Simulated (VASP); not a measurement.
Wanted: the native input for a VASP 6.6.1 run.

```yaml
Task: single point
Functional: r2SCAN
Potentials_or_basis: VASP PAW PBE potentials, release 64 (Ba_sv, S)
Cutoff: 520 eV
k_mesh: 6 × 6 × 6
Occupations: fermi-dirac, width 0.02 eV
Spin: no spin polarisation
Dipole_correction: no
Further_INCAR_settings: ALGO = Normal; EDIFF = 1e-06; NBANDS = 15
```

Crystal: BaS.

```
Ba S
1.0
     0.00000    3.21180    3.21180
     3.21180    0.00000    3.21180
     3.21180    3.21180    0.00000
Ba S
1 1
Direct
  0.00000 0.00000 0.00000
  0.50000 0.50000 0.50000
```

The input as run:

POSCAR

```
BaS
1.0
    0.0000000000      3.2117958671      3.2117958671
    3.2117958671      0.0000000000      3.2117958671
    3.2117958671      3.2117958671      0.0000000000
Ba S
1 1
Direct
    0.0000000000      0.0000000000      0.0000000000
    0.5000000000      0.5000000000      0.5000000000
```

INCAR.step1

```
  PREC = Accurate
  ENCUT = 520
  ISMEAR = -1
  SIGMA = 0.02
  LREAL = F
  LASPH = T
  NELM = 60
  NBANDS = 15
  GGA = PE
  ALGO = Normal
  EDIFF = 1E-4
  LWAVE = T
  LCHARG = F
```

INCAR.step2

```
  PREC = Accurate
  ENCUT = 520
  EDIFF = 1E-6
  ISMEAR = -1
  SIGMA = 0.02
  LREAL = F
  LASPH = T
  NELM = 60
  ALGO = Normal
  ISIF = 2
  LWAVE = F
  LCHARG = T
  METAGGA = R2SCAN
  LMIXTAU = T
  LELF = T
  LVHAR = T
  NBANDS = 15
  ISTART = 1
```

KPOINTS

```
Automatic mesh
0
Gamma
  6 6 6
```

Potentials or basis: VASP PAW PBE potentials, release 64 (Ba_sv, S).

Command:

```bash
$ cat potpaw_PBE.64/Ba_sv/POTCAR potpaw_PBE.64/S/POTCAR > POTCAR
$ cp INCAR.step1 INCAR
$ mpirun -np 1 vasp_std > vasp.out
$ cp INCAR.step2 INCAR
$ mpirun -np 1 vasp_std > vasp.out
```

Results of the run:

```
Pressure               : 0.6 GPa
Band gap on the k mesh : 2.49 eV, indirect (least direct gap 2.63 eV)
```

Caveat: the PAW data sets were made with another functional, which shifts forces and pressure a little; spin-orbit coupling is left out, which moves the levels of the heavy elements.

It took 3.1 min on 1 thread of AMD EPYC 7R13, with other jobs on the host, peak memory 0.19 GiB.
